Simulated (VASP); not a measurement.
# CoH3 (Pm-3m) in VASP: notebook

Runs on CoH3. Level: PBE. Tasks: single point.

Everything below comes from runs of VASP 6.6.1. Logs are shortened: lines on timing, memory, paths and dates and some standing lists are left out, and cuts for length are marked.

### 1 The cell of the first run

The structure is cubic, space group Pm-3m (No. 221). Conventional cell: a = 2.611 Å, b = 2.611 Å, c = 2.611 Å, α = 90.00°, β = 90.00°, γ = 90.00°. Co (site symmetry m-3m) has 12 H at 1.85 Å within 2.5 Å. Within 2.5 Å of H (site symmetry 4/mmm) lie 4 Co at 1.85 Å and 8 H at 1.85 Å.

### 2 Single point, PBE

The input, INCAR:

```
PREC = Accurate
ENCUT = 600
EDIFF = 1E-6
ISMEAR = 0
SIGMA = 0.1
LREAL = False
LASPH = True
NELM = 120
ALGO = Normal
ISIF = 2
LWAVE = False
LCHARG = True
GGA = PE
LELF = True
LVHAR = True
NBANDS = 14
GGA_COMPAT = False
```

The input, KPOINTS:

```
regular mesh
0
Gamma
  6 6 6
```

The input, POSCAR:

```
CoH3
1.0
    2.6113350000      0.0000000000      0.0000000000
    0.0000000000      2.6113350000      0.0000000000
    0.0000000000      0.0000000000      2.6113350000
Co H
1 3
Direct
    0.0000000000      0.0000000000      0.0000000000
    0.0000000000      0.5000000000      0.5000000000
    0.5000000000      0.0000000000      0.5000000000
    0.5000000000      0.5000000000      0.0000000000
```

Potentials or basis: VASP PAW PBE potentials, release 64 (Co, H).

The run is started by

```sh
cat potpaw_PBE.64/Co/POTCAR potpaw_PBE.64/H/POTCAR > POTCAR
mpirun -np 1 vasp_std > vasp.out
```

OUTCAR:

```text
PREC = Accurate
   ENCUT = 600
   EDIFF = 1E-6
   ISMEAR = 0
   LREAL = False
   LASPH = True
   NELM = 120
   ISIF = 2
   GGA = PE

 ion  position               nearest neighbor table
   1  0.000  0.000  0.000-   2 1.85   3 1.85   4 1.85   2 1.85   3 1.85   2 1.85   4 1.85   2 1.85
                             3 1.85   4 1.85   3 1.85   4 1.85
   2  0.000  0.500  0.500-   1 1.85   1 1.85   1 1.85   1 1.85
   3  0.500  0.000  0.500-   1 1.85   1 1.85   1 1.85   1 1.85
   4  0.500  0.500  0.000-   1 1.85   1 1.85   1 1.85   1 1.85

  LATTYP: Found a simple cubic cell.
 ALAT       =     2.6113350000

  Lattice vectors:

 A1 = (   2.6113350000,   0.0000000000,   0.0000000000)
 A2 = (   0.0000000000,   2.6113350000,   0.0000000000)
 A3 = (   0.0000000000,   0.0000000000,   2.6113350000)

Analysis of symmetry for initial positions (statically):
=====================================================================
 Subroutine PRICEL returns:
 Original cell was already a primitive cell.

 Routine SETGRP: Setting up the symmetry group for a
 simple cubic supercell.

 Subroutine GETGRP returns: Found 48 space group operations
 (whereof 48 operations were pure point group operations)
 out of a pool of 48 trial point group operations.

The static configuration has the point symmetry O_h .

Analysis of symmetry for dynamics (positions and initial velocities):
=====================================================================
 Subroutine PRICEL returns:
 Original cell was already a primitive cell.

 Routine SETGRP: Setting up the symmetry group for a
 simple cubic supercell.

 Subroutine GETGRP returns: Found 48 space group operations
 (whereof 48 operations were pure point group operations)
 out of a pool of 48 trial point group operations.

The dynamic configuration has the point symmetry O_h .

 Subroutine INISYM returns: Found 48 space group operations
 (whereof 48 operations are pure point group operations),
 and found     1 'primitive' translations

----------------------------------------------------------------------------------------

                                     Primitive cell

  volume of cell :      17.8069

  direct lattice vectors                    reciprocal lattice vectors
     2.611335000  0.000000000  0.000000000     0.382945888  0.000000000  0.000000000
     0.000000000  2.611335000  0.000000000     0.000000000  0.382945888  0.000000000
     0.000000000  0.000000000  2.611335000     0.000000000  0.000000000  0.382945888

  length of vectors
     2.611335000  2.611335000  2.611335000     0.382945888  0.382945888  0.382945888

  position of ions in fractional coordinates (direct lattice)
     0.000000000  0.000000000  0.000000000
     0.000000000  0.500000000  0.500000000
     0.500000000  0.000000000  0.500000000
     0.500000000  0.500000000  0.000000000

  ion indices of the primitive-cell ions
   primitive index   ion index
                 1           1
                 2           2
                 3           3
                 4           4

----------------------------------------------------------------------------------------

 KPOINTS: regular mesh

Automatic generation of k-mesh.
 Grid dimensions read from file:
 generate k-points for:    6    6    6

 Generating k-lattice:

  Cartesian coordinates                     Fractional coordinates (reciprocal lattice)
     0.063824315  0.000000000  0.000000000     0.166666667  0.000000000  0.000000000
     0.000000000  0.063824315  0.000000000     0.000000000  0.166666667  0.000000000
     0.000000000  0.000000000  0.063824315     0.000000000  0.000000000  0.166666667

  Length of vectors
     0.063824315  0.063824315  0.063824315

  Shift w.r.t. Gamma in fractional coordinates (k-lattice)
     0.000000000  0.000000000  0.000000000

 Subroutine IBZKPT returns following result:
 ===========================================

 Found     20 irreducible k-points:

 Following reciprocal coordinates:
            Coordinates               Weight
  0.000000  0.000000  0.000000      1.000000
  0.166667  0.000000  0.000000      6.000000
  0.333333  0.000000  0.000000      6.000000
  0.500000  0.000000  0.000000      3.000000
  0.166667  0.166667  0.000000     12.000000
  0.333333  0.166667  0.000000     24.000000
[... 12 lines left out ...]
  0.500000  0.500000  0.333333      6.000000
  0.500000  0.500000  0.500000      1.000000
   k-points           NKPTS =     20   k-points in BZ     NKDIM =     20   number of bands    NBANDS=     14
   number of dos      NEDOS =    301   number of ions     NIONS =      4
   total plane-waves  NPLWV =  13824
   dimension x,y,z NGX =    24 NGY =   24 NGZ =   24
   dimension x,y,z NGXF=    48 NGYF=   48 NGZF=   48
   ions per type =               1   3
   NGX,Y,Z   is equivalent  to a cutoff of  15.28, 15.28, 15.28 a.u.
   NGXF,Y,Z  is equivalent  to a cutoff of  30.56, 30.56, 30.56 a.u.
 SYSTEM =  unknown system
   PREC   = accura    normal or accurate (medium, high low for compatibility)
   ISTART =      0    job   : 0-new  1-cont  2-samecut
   ICHARG =      2    charge: 1-file 2-atom 10-const
   ISPIN  =      1    spin polarized calculation?
   LNONCOLLINEAR =      F non collinear calculations
   LSORBIT =      F    spin-orbit coupling
   LASPH  =      T    aspherical Exc in radial PAW
   ENCUT  =  600.0 eV  44.10 Ry    6.64 a.u.   5.22  5.22  5.22*2*pi/ulx,y,z
   NELM   =    120;   NELMIN=  2; NELMDL= -5     # of ELM steps
   EDIFF  = 0.1E-05   stopping-criterion for ELM
   LREAL  =      F    real-space projection
   EDIFFG = 0.1E-04   stopping-criterion for IOM
   NSW    =      0    number of steps for IOM
   IBRION =     -1    ionic relax: 0-MD 1-quasi-New 2-CG
   NFREE  =      0    steps in history (QN), initial steepest desc. (CG)
   ISIF   =      2    stress and relaxation
   ISYM   =      2    0-nonsym 1-usesym 2-fastsym
   POTIM  = 0.5000    time-step for ionic-motion
   TEBEG  =    0.0;   TEEND  =   0.0 temperature during run
   PSTRESS=    0.0 pullay stress
   NELECT =      12.0000    total number of electrons
   NUPDOWN=      -1.0000    fix difference up-down
   EMIN   =  10.00;   EMAX   =-10.00  energy-range for DOS
   EFERMI =   0.00;   METHOD = LEGACY
   ISMEAR =     0;   SIGMA  =   0.10  broadening in eV -4-tet -1-fermi 0-gaus
   EFERMI_NEDOS =   21; number of points for ismear=-14 and -15
   IALGO  =     38    algorithm
   IMIX   =      4    mixing-type and parameters
     AMIX     =   0.40;   BMIX     =  1.00
     AMIX_MAG =   1.60;   BMIX_MAG =  1.00
  volume/ion in A,a.u.               =       4.45        30.04
  Fermi-wavevector in a.u.,A,eV,Ry     =   1.435289  2.712303 28.028739  2.060054
  Thomas-Fermi vector in A             =   2.554604
   LORBIT       =      0    0 simple, 1 ext, 2 COOP (PROOUT), +10 PAW based schemes
   GGA     = PE    functional components
   LHFCALC =     F    Hartree Fock is set to
   AEXX    =    0.0000 exact exchange contribution
   IVDW    =     0    specifies the selected vdW correction
   LEPSILON=     F    determine dielectric tensor
   LRPA    =     F    only Hartree local field effects (RPA)
 non-spin polarized calculation
 Gauss-broadening in eV      SIGMA  =   0.10
  energy-cutoff  :      600.00
  volume of cell :       17.81
 maximum number of plane-waves:       624
 NGX is ok and might be reduce to    24
   NGX = 11   NGY = 11   NGZ = 11

 number of electron      12.0000005 magnetization

 Free energy of the ion-electron system (eV)
  ---------------------------------------------------
  ext. energy  EPLUGINS =         0.00000000
  ---------------------------------------------------
  free energy    TOTEN  =       -16.21619770 eV

  energy without entropy =      -16.21412974  energy(sigma->0) =      -16.21516372

 E-fermi :   8.3242     XC(G=0): -12.7695

 val. band max:        8.2566672241   @ k =   0.5000   0.3333   0.0000
 cond. band min:       8.5334698427   @ k =   0.5000   0.3333   0.1667
 fundamental gap:      0.2768026186
 Fermi energy:         8.3241978999

 k-point     1 :       0.0000    0.0000    0.0000
  band No.  band energies     occupation
      1      -5.9284      2.00000
      2       3.6222      2.00000
      3       3.6222      2.00000
      4       7.4026      2.00000
      5       7.4026      2.00000
      6       7.4026      2.00000
      7      14.1593      0.00000
      8      14.1593      0.00000
      9      18.6924      0.00000
     10      18.6924      0.00000
     11      18.6924      0.00000
     12      24.3625      0.00000
     13      36.2306      0.00000
     14      36.2306      0.00000

 k-point     2 :       0.1667    0.0000    0.0000
  band No.  band energies     occupation
      1      -5.3231      2.00000
      2       3.4284      2.00000
      3       3.9228      2.00000
      4       7.1177      2.00000
      5       7.1177      2.00000
      6       7.4231      2.00000
      7      11.5275      0.00000
      8      13.6625      0.00000
      9      19.6044      0.00000
     10      19.6044      0.00000
     11      19.8314      0.00000
     12      27.5003      0.00000
     13      31.8993      0.00000
     14      34.1571      0.00000

 k-point     3 :       0.3333    0.0000    0.0000
  band No.  band energies     occupation
      1      -3.5854      2.00000
      2       1.9933      2.00000
      3       4.6346      2.00000
      4       6.6086      2.00000
      5       6.6086      2.00000
      6       7.4642      2.00000
      7       9.1413      0.00000
      8      12.5334      0.00000
      9      21.4057      0.00000
     10      22.0107      0.00000
     11      22.0107      0.00000
     12      28.2981      0.00000
     13      29.3713      0.00000
     14      29.9235      0.00000

 k-point     4 :       0.5000    0.0000    0.0000
  band No.  band energies     occupation
      1      -1.3850      2.00000
      2      -0.3813      2.00000
      3       5.0761      2.00000
      4       6.3777      2.00000
      5       6.3777      2.00000
      6       7.4849      2.00000
      7       8.6903      0.00000
      8      11.8738      0.00000
      9      22.9915      0.00000
     10      24.8321      0.00000
     11      24.8321      0.00000
     12      25.6429      0.00000
     13      26.3311      0.00000
     14      26.3311      0.00000

 k-point     5 :       0.1667    0.1667    0.0000
  band No.  band energies     occupation
      1      -4.7348      2.00000
      2       3.6142      2.00000
      3       3.9025      2.00000
      4       6.7184      2.00000
      5       7.1004      2.00000
      6       7.2025      2.00000
      7      11.0980      0.00000
      8      12.4311      0.00000
      9      17.7229      0.00000
     10      20.4852      0.00000
     11      23.3517      0.00000
[... 208 lines left out ...]
 k-point    18 :       0.5000    0.3333    0.3333
  band No.  band energies     occupation
      1       0.9198      2.00000
      2       2.1988      2.00000
      3       2.7946      2.00000
      4       6.8565      2.00000
      5       7.1480      2.00000
      6       8.8752      0.00000
      7       9.1631      0.00000
      8      12.4141      0.00000
      9      15.6459      0.00000
     10      15.7563      0.00000
     11      16.2515      0.00000
     12      19.9158      0.00000
     13      26.7404      0.00000
     14      38.5619      0.00000

 k-point    19 :       0.5000    0.5000    0.3333
  band No.  band energies     occupation
      1       1.5589      2.00000
      2       2.2159      2.00000
      3       2.2159      2.00000
      4       7.0614      2.00000
      5       8.0386      1.99995
      6       9.8433      0.00000
      7       9.8433      0.00000
      8      11.8894      0.00000
      9      13.4190      0.00000
     10      16.2226      0.00000
     11      16.7278      0.00000
     12      16.7278      0.00000
     13      24.7087      0.00000
     14      42.4805      0.00000

 k-point    20 :       0.5000    0.5000    0.5000
  band No.  band energies     occupation
      1       1.9557      2.00000
      2       1.9557      2.00000
      3       1.9557      2.00000
      4       8.0528      1.99988
      5       8.0528      1.99988
      6      12.4805      0.00000
      7      12.4805      0.00000
      8      12.4805      0.00000
      9      13.3488      0.00000
     10      13.3488      0.00000
     11      13.3488      0.00000
     12      14.1111      0.00000
     13      22.6435      0.00000
     14      46.9521      0.00000

------------------------ aborting loop because EDIFF is reached ----------------------------------------

  FORCE on cell =-STRESS in cart. coord.  units (eV):
  Direction    XX          YY          ZZ          XY          YZ          ZX
  --------------------------------------------------------------------------------------
  -------------------------------------------------------------------------------------
  Total       -0.0177994     -0.0177994     -0.0177994      0.0000000      0.0000000     -0.0000000
  in kB       -1.6015025     -1.6015025     -1.6015025      0.0000000      0.0000000     -0.0000000
  external PRESSURE =      -1.6015025 kB  Pullay stress =       0.0000000 kB

 VOLUME and BASIS-vectors are now :
 -----------------------------------------------------------------------------
  energy-cutoff  :      600.00
  volume of cell :       17.81
      direct lattice vectors                 reciprocal lattice vectors
     2.611335000  0.000000000  0.000000000     0.382945888  0.000000000  0.000000000
     0.000000000  2.611335000  0.000000000     0.000000000  0.382945888  0.000000000
     0.000000000  0.000000000  2.611335000     0.000000000  0.000000000  0.382945888

 POSITION                                       TOTAL-FORCE (eV/Angst)
 -----------------------------------------------------------------------------------
      0.00000      0.00000      0.00000         0.000000      0.000000      0.000000
      0.00000      1.30567      1.30567         0.000000      0.000000      0.000000
      1.30567      0.00000      1.30567         0.000000      0.000000      0.000000
      1.30567      1.30567      0.00000         0.000000      0.000000      0.000000
 -----------------------------------------------------------------------------------
    total drift:                                0.000000      0.000000      0.000000

  FREE ENERGIE OF THE ION-ELECTRON SYSTEM (eV)
  ---------------------------------------------------
  free  energy   TOTEN  =       -16.2161976978 eV

  energy  without entropy=      -16.2141297401  energy(sigma->0) =      -16.21516372
```

Run time: 13 s. Hardware: 1 thread of AMD EPYC 7R43 (Zen 3), shared host; peak memory 0.1 GiB.

Results:

```yaml
Free_energy: -16.2162 eV
Pressure: -0.2 GPa
Band_gap_on_the_k_mesh: zero (band 6 reaches 12.48 eV, above the bottom of band 7 at 8.00 eV)
```

Caveat: the k points lie up to 0.40 Å⁻¹ apart.

### 3 Single point, PBE

The input, INCAR:

```
SYSTEM = CoH3
PREC = Accurate ; ENCUT = 600
EDIFF = 1E-6 ; ISMEAR = 0
SIGMA = 0.1 ; LREAL = .FALSE.
LASPH = .TRUE. ; NELM = 120
ALGO = Normal ; ISIF = 2
LWAVE = .FALSE. ; LCHARG = .FALSE.
GGA = PE ; NBANDS = 14
GGA_COMPAT = .FALSE.
```

The input, KPOINTS:

```
regular mesh
0
G
  6 6 6
  0 0 0
```

POSCAR is that of step 2.

Potentials or basis: VASP PAW PBE potentials, release 64 (Co, H).

The run is started by

```sh
cat potpaw_PBE.64/Co/POTCAR potpaw_PBE.64/H/POTCAR > POTCAR
mpirun -np 1 vasp_std > vasp.out
```

Run time: 12 s. Hardware: 1 thread of AMD EPYC 7R43 (Zen 3), shared host; peak memory 0.1 GiB.

Results (log left out):

```yaml
Free_energy: -16.2162 eV
Pressure: -0.2 GPa
Band_gap_on_the_k_mesh: zero (band 6 reaches 12.48 eV, above the bottom of band 7 at 8.00 eV)
```

Levels at points of the mesh, in eV from the Fermi level:
```csv
k point,band 2,band 3,band 4,band 5,band 6,band 7,band 8,band 9,band 10,band 11
"(0.00, 0.00, 0.00)",-4.70,-4.70,-0.92,-0.92,-0.92,5.84,5.84,10.37,10.37,10.37
"(0.50, 0.00, 0.00)",-8.71,-3.25,-1.95,-1.95,-0.84,0.37,3.55,14.67,16.51,16.51
"(0.50, 0.50, 0.00)",-4.95,-4.95,-3.44,-1.71,-1.71,-0.33,3.10,5.11,15.81,15.81
"(0.50, 0.50, 0.50)",-6.37,-6.37,-0.27,-0.27,4.16,4.16,4.16,5.02,5.02,5.02
```

Caveat: the k points lie up to 0.40 Å⁻¹ apart.
